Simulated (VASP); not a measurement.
# TaN (P-62m) in VASP: notebook, part 2 of 2

VASP 6.6.1.

**3. Single point, PBEsol**

This run uses another cell than the first one, of 11.21 Å³/atom.

INCAR

```
SYSTEM = TaN
ALGO = Normal
EDIFF = 1E-6
ENCUT = 520
GGA = PS
ISIF = 2
ISMEAR = -1
LASPH = .True.
LCHARG = .False.
LREAL = .False.
LWAVE = .False.
NBANDS = 33
NELM = 80
PREC = Accurate
SIGMA = 0.1
```

KPOINTS

```
k-points
0
Gamma
  7 7 11
  0 0 0
```

POSCAR

```
TaN
1.0
    5.1801748312      0.0000000000      0.0000000000
   -2.5900874156      4.4861629998      0.0000000000
    0.0000000000      0.0000000000      2.8938939572
Ta N
3 3
Direct
    0.3333333333      0.6666666667      0.5000000000
    0.6666666667      0.3333333333      0.5000000000
    0.0000000000      0.0000000000      0.0000000000
    0.3933382534      0.0000000000      0.0000000000
    0.6066617466      0.6066617466      0.0000000000
    0.0000000000      0.3933382534      0.0000000000
```

Potentials or basis: VASP PAW PBE potentials, release 64 (Ta_pv, N).

Launch:

```bash
cat potpaw_PBE.64/Ta_pv/POTCAR potpaw_PBE.64/N/POTCAR > POTCAR
mpirun -np 1 vasp_std > vasp.out
```

OUTCAR:

```text
SYSTEM = TaN
   EDIFF = 1E-6
   ENCUT = 520
   GGA = PS
   ISIF = 2
   ISMEAR = -1
   LASPH = .True.
   LREAL = .False.
   NELM = 80
   PREC = Accurate

 ion  position               nearest neighbor table
   1  0.333  0.667  0.500-   4 2.15   4 2.15   6 2.15   6 2.15   5 2.15   5 2.15   2 2.99   2 2.99
                             2 2.99   3 3.32   3 3.32   3 3.32   3 3.32   3 3.32   3 3.32
   2  0.667  0.333  0.500-   6 2.15   6 2.15   4 2.15   4 2.15   5 2.15   5 2.15   1 2.99   1 2.99
                             1 2.99   3 3.32   3 3.32   3 3.32   3 3.32   3 3.32   3 3.32
   3  0.000  0.000  0.000-   5 2.04   6 2.04   4 2.04   2 3.32   1 3.32   1 3.32   2 3.32   1 3.32
                             1 3.32   2 3.32   2 3.32   2 3.32   2 3.32   1 3.32   1 3.32
   4  0.393  0.000  0.000-   3 2.04   1 2.15   1 2.15   2 2.15   2 2.15
   5  0.607  0.607  0.000-   3 2.04   2 2.15   2 2.15   1 2.15   1 2.15
   6  0.000  0.393  0.000-   3 2.04   2 2.15   2 2.15   1 2.15   1 2.15

  LATTYP: Found a hexagonal cell.
 ALAT       =     5.1801748312
 C/A-ratio  =     0.5586479321

  Lattice vectors:

 A1 = (   5.1801748312,   0.0000000000,   0.0000000000)
 A2 = (  -2.5900874156,   4.4861629998,   0.0000000000)
 A3 = (   0.0000000000,   0.0000000000,   2.8938939572)

Analysis of symmetry for initial positions (statically):
=====================================================================
 Subroutine PRICEL returns:
 Original cell was already a primitive cell.

 Routine SETGRP: Setting up the symmetry group for a
 hexagonal supercell.

 Subroutine GETGRP returns: Found 12 space group operations
 (whereof 12 operations were pure point group operations)
 out of a pool of 24 trial point group operations.

The static configuration has the point symmetry D_3h.

Analysis of symmetry for dynamics (positions and initial velocities):
=====================================================================
 Subroutine PRICEL returns:
 Original cell was already a primitive cell.

 Routine SETGRP: Setting up the symmetry group for a
 hexagonal supercell.

 Subroutine GETGRP returns: Found 12 space group operations
[... 136 lines left out ...]
   GGA     = PS    functional components
   LHFCALC =     F    Hartree Fock is set to
   AEXX    =    0.0000 exact exchange contribution
   IVDW    =     0    specifies the selected vdW correction
   LEPSILON=     F    determine dielectric tensor
   LRPA    =     F    only Hartree local field effects (RPA)
 non-spin polarized calculation
  energy-cutoff  :      520.00
  volume of cell :       67.25
 maximum number of plane-waves:      1840
 NGX is ok and might be reduce to    40
   NGX = 19   NGY = 19   NGZ = 11

 number of electron      48.0000000 magnetization

 Free energy of the ion-electron system (eV)
  ---------------------------------------------------
  ext. energy  EPLUGINS =         0.00000000
  ---------------------------------------------------
  free energy    TOTEN  =       -71.46087036 eV

  energy without entropy =      -71.44009122  energy(sigma->0) =      -71.45048079

 E-fermi :   8.3206     XC(G=0): -13.2251

 val. band max:        8.3205130893   @ k =   0.1429   0.1429   0.4545
 cond. band min:       8.4180692365   @ k =   0.1429   0.1429   0.1818
 fundamental gap:      0.0975561472
 Fermi energy:         8.3205627652

 k-point     1 :       0.0000    0.0000    0.0000
  band No.  band energies     occupation
      1     -27.8694      2.00000
      2     -27.8694      2.00000
      3     -27.5053      2.00000
      4     -27.5053      2.00000
      5     -27.3120      2.00000
      6     -27.1993      2.00000
[... 853 lines left out ...]
     32      11.7692      0.00000
     33      12.9749      0.00000

 [... further k-points ...]

------------------------ aborting loop because EDIFF is reached ----------------------------------------

  FORCE on cell =-STRESS in cart. coord.  units (eV):
  Direction    XX          YY          ZZ          XY          YZ          ZX
  --------------------------------------------------------------------------------------
  -------------------------------------------------------------------------------------
  Total        0.4354319      0.4354319      0.3901926      0.0000000      0.0000000      0.0000000
  in kB       10.3735814     10.3735814      9.2958159      0.0000000      0.0000000      0.0000000
  external PRESSURE =      10.0143263 kB  Pullay stress =       0.0000000 kB

 VOLUME and BASIS-vectors are now :
 -----------------------------------------------------------------------------
  energy-cutoff  :      520.00
  volume of cell :       67.25
      direct lattice vectors                 reciprocal lattice vectors
     5.180174831  0.000000000  0.000000000     0.193043678  0.111453819  0.000000000
    -2.590087416  4.486163000  0.000000000     0.000000000  0.222907638  0.000000000
     0.000000000  0.000000000  2.893893957     0.000000000  0.000000000  0.345555164

 POSITION                                       TOTAL-FORCE (eV/Angst)
 -----------------------------------------------------------------------------------
     -0.00000      2.99078      1.44695         0.000000      0.000000      0.000000
      2.59009      1.49539      1.44695         0.000000      0.000000      0.000000
      0.00000      0.00000      0.00000         0.000000      0.000000      0.000000
      2.03756      0.00000      0.00000         0.005559      0.000000     -0.000000
      1.57131      2.72158      0.00000        -0.002779     -0.004814     -0.000000
     -1.01878      1.76458      0.00000        -0.002779      0.004814      0.000000
 -----------------------------------------------------------------------------------
    total drift:                               -0.000002     -0.000003      0.000000

  FREE ENERGIE OF THE ION-ELECTRON SYSTEM (eV)
  ---------------------------------------------------
  free  energy   TOTEN  =       -71.4608703578 eV

  energy  without entropy=      -71.4400912245  energy(sigma->0) =      -71.45048079
```

OSZICAR:

```text
N       E                     dE             d eps       ncg     rms          rms(c)
DAV:   1     0.439105105532E+03    0.43911E+03   -0.26034E+04  3168   0.153E+03
DAV:   2    -0.527501417633E+02   -0.49186E+03   -0.46962E+03  3666   0.448E+02
DAV:   3    -0.800922049466E+02   -0.27342E+02   -0.26908E+02  3839   0.103E+02
DAV:   4    -0.806122999443E+02   -0.52009E+00   -0.51673E+00  3976   0.141E+01
DAV:   5    -0.806238688674E+02   -0.11569E-01   -0.11552E-01  4007   0.169E+00    0.449E+01
DAV:   6    -0.717675381092E+02    0.88563E+01   -0.43613E+01  4030   0.357E+01    0.191E+01
DAV:   7    -0.715478829222E+02    0.21966E+00   -0.20907E+00  3897   0.794E+00    0.109E+01
DAV:   8    -0.714766264165E+02    0.71257E-01   -0.35847E-01  3897   0.361E+00    0.975E-01
DAV:   9    -0.714618211476E+02    0.14805E-01   -0.38643E-02  4030   0.145E+00    0.361E-01
DAV:  10    -0.714611313870E+02    0.68976E-03   -0.11511E-02  3914   0.541E-01    0.194E-01
DAV:  11    -0.714609040209E+02    0.22737E-03   -0.21923E-03  3992   0.286E-01    0.429E-02
DAV:  12    -0.714608703034E+02    0.33717E-04   -0.18420E-04  3915   0.808E-02    0.157E-02
DAV:  13    -0.714608703091E+02   -0.56907E-08   -0.11948E-05  3547   0.200E-02    0.444E-03
DAV:  14    -0.714608703578E+02   -0.48693E-07   -0.63601E-07  2291   0.634E-03
   1 F= -.71460870E+02 E0= -.71450481E+02  d E =-.207791E-01
```

It took 58 s on 1 thread of Intel Xeon 6975P-C (Granite Rapids), shared host; peak memory 0.22 GiB.

What came out:

```
Free energy            : -71.4609 eV
Pressure               : 1.0 GPa
Largest force          : 0.006 eV/Å
Band gap on the k mesh : zero (bands 24 and 25 overlap by 3.22 eV)
```

Forces on the atoms (eV/Å):
```
Ta   0.000  0.000  0.000
Ta   0.000  0.000  0.000
Ta   0.000  0.000  0.000
N    0.006  0.000  0.000
N   -0.003 -0.005  0.000
N   -0.003  0.005  0.000
```

Caveat: the PAW data sets were made with another functional, which shifts forces and pressure a little; spin-orbit coupling is left out, which moves the levels of the heavy elements.

**4. Single point, PBE**

This run uses another cell than the first one, of 11.52 Å³/atom.

INCAR

```
ALGO = Normal ; EDIFF = 1E-6
ENCUT = 520 ; GGA = PE
ISIF = 2 ; ISMEAR = -1
LASPH = T ; LCHARG = F
LREAL = F ; LWAVE = F
NBANDS = 33 ; NELM = 100
PREC = Accurate ; SIGMA = 0.1
```

KPOINTS

```
k-points
0
Gamma
  7 7 11
```

POSCAR

```
TaN
1.0
    5.2271029274      0.0000000000      0.0000000000
   -2.6135514637      4.5268039233      0.0000000000
    0.0000000000      0.0000000000      2.9203732905
Ta N
3 3
Direct
    0.3333333333      0.6666666667      0.5000000000
    0.6666666667      0.3333333333      0.5000000000
    0.0000000000      0.0000000000      0.0000000000
    0.3924572484      0.0000000000      0.0000000000
    0.6075427516      0.6075427516      0.0000000000
    0.0000000000      0.3924572484      0.0000000000
```

Potentials or basis: VASP PAW PBE potentials, release 64 (Ta_pv, N).

Launch:

```bash
cat potpaw_PBE.64/Ta_pv/POTCAR potpaw_PBE.64/N/POTCAR > POTCAR
mpirun -np 1 vasp_std > vasp.out
```

OUTCAR:

```text
EDIFF = 1E-6
   ENCUT = 520
   GGA = PE
   ISIF = 2
   ISMEAR = -1
   LASPH = T
   LREAL = F
   NELM = 100
   PREC = Accurate

 ion  position               nearest neighbor table
   1  0.333  0.667  0.500-   4 2.17   4 2.17   6 2.17   6 2.17   5 2.17   5 2.17   2 3.02   2 3.02
                             2 3.02   3 3.35   3 3.35   3 3.35   3 3.35   3 3.35   3 3.35
   2  0.667  0.333  0.500-   6 2.17   6 2.17   4 2.17   4 2.17   5 2.17   5 2.17   1 3.02   1 3.02
                             1 3.02   3 3.35   3 3.35   3 3.35   3 3.35   3 3.35   3 3.35
   3  0.000  0.000  0.000-   5 2.05   6 2.05   4 2.05   2 3.35   1 3.35   1 3.35   2 3.35   1 3.35
                             1 3.35   2 3.35   2 3.35   2 3.35   2 3.35   1 3.35   1 3.35
   4  0.392  0.000  0.000-   3 2.05   1 2.17   1 2.17   2 2.17   2 2.17
   5  0.608  0.608  0.000-   3 2.05   2 2.17   2 2.17   1 2.17   1 2.17
   6  0.000  0.392  0.000-   3 2.05   2 2.17   2 2.17   1 2.17   1 2.17

  LATTYP: Found a hexagonal cell.
 ALAT       =     5.2271029274
 C/A-ratio  =     0.5586982562

  Lattice vectors:

 A1 = (   5.2271029274,   0.0000000000,   0.0000000000)
 A2 = (  -2.6135514637,   4.5268039233,   0.0000000000)
[... 188 lines left out ...]
 fundamental gap:      0.1022902708
 Fermi energy:         8.1927743877

 k-point     1 :       0.0000    0.0000    0.0000
  band No.  band energies     occupation
      1     -28.0700      2.00000
      2     -28.0700      2.00000
      3     -27.7333      2.00000
      4     -27.7333      2.00000
      5     -27.5642      2.00000
      6     -27.4651      2.00000
[... 853 lines left out ...]
     32      11.4938      0.00000
     33      12.6092      0.00000

 [... further k-points ...]

------------------------ aborting loop because EDIFF is reached ----------------------------------------

  FORCE on cell =-STRESS in cart. coord.  units (eV):
  Direction    XX          YY          ZZ          XY          YZ          ZX
  --------------------------------------------------------------------------------------
  -------------------------------------------------------------------------------------
  Total        0.3741352      0.3741352      0.3196026      0.0000000     -0.0000000     -0.0000000
  in kB        8.6745719      8.6745719      7.4101970      0.0000000     -0.0000000     -0.0000000
  external PRESSURE =       8.2531136 kB  Pullay stress =       0.0000000 kB

 VOLUME and BASIS-vectors are now :
 -----------------------------------------------------------------------------
  energy-cutoff  :      520.00
  volume of cell :       69.10
      direct lattice vectors                 reciprocal lattice vectors
     5.227102927  0.000000000  0.000000000     0.191310562  0.110453205  0.000000000
    -2.613551464  4.526803923  0.000000000     0.000000000  0.220906409  0.000000000
     0.000000000  0.000000000  2.920373291     0.000000000  0.000000000  0.342421978

 POSITION                                       TOTAL-FORCE (eV/Angst)
 -----------------------------------------------------------------------------------
     -0.00000      3.01787      1.46019         0.000000     -0.000000     -0.000000
      2.61355      1.50893      1.46019         0.000000     -0.000000     -0.000000
      0.00000      0.00000      0.00000         0.000000     -0.000000     -0.000000
      2.05141      0.00000      0.00000         0.001939     -0.000000      0.000000
      1.58784      2.75023      0.00000        -0.000969     -0.001679     -0.000000
     -1.02571      1.77658      0.00000        -0.000969      0.001679     -0.000000
 -----------------------------------------------------------------------------------
    total drift:                               -0.000002     -0.000003      0.000000

  FREE ENERGIE OF THE ION-ELECTRON SYSTEM (eV)
  ---------------------------------------------------
  free  energy   TOTEN  =       -67.5100656700 eV

  energy  without entropy=      -67.4888634225  energy(sigma->0) =      -67.49946455
```

Wall time 59 s (1 thread of Intel Xeon 6975P-C (Granite Rapids), shared host); peak memory 0.23 GiB.

Results:

| Item | Value |
| --- | --- |
| Free energy | -67.5101 eV |
| Pressure | 0.8 GPa |
| Band gap on the k mesh | zero (bands 24 and 25 overlap by 3.08 eV) |

Levels at points of the mesh, in eV from the Fermi level:
```
           k point  band 21  band 22  band 23  band 24  band 25  band 26  band 27  band 28
(0.00, 0.00, 0.00)    -4.23    -3.31    -1.93    -0.92    -0.92     0.60     0.60     1.73
```

Caveat: spin-orbit coupling is left out, which moves the levels of the heavy elements.

**5. The runs side by side**

```csv
level,potentials or basis,cell,gap on the mesh (eV),pressure (GPa),largest force (eV/Å)
LDA,"VASP PAW LDA potentials, release 64 (Ta_pv, N)","a = 5.150, b = 5.150, c = 2.874 Å, angles 90.0, 90.0, 120.0°, 6 atoms",none,1.9,0.01
PBEsol,"VASP PAW PBE potentials, release 64 (Ta_pv, N)","a = 5.180, b = 5.180, c = 2.894 Å, angles 90.0, 90.0, 120.0°, 6 atoms",none,1.0,0.01
PBE,"VASP PAW PBE potentials, release 64 (Ta_pv, N)","a = 5.227, b = 5.227, c = 2.920 Å, angles 90.0, 90.0, 120.0°, 6 atoms",none,0.8,-
```

Alike in all rows: task single point; no spin polarisation; k mesh 7 × 7 × 11; cutoff (eV) 520; smearing fermi-dirac 0.1 eV.

Caveats: spin-orbit coupling is left out, which moves the levels of the heavy elements; the PAW data sets were made with another functional, which shifts forces and pressure a little (at least some runs).

Total energies depend on the potentials used, so only differences within one code and one set of settings carry meaning.
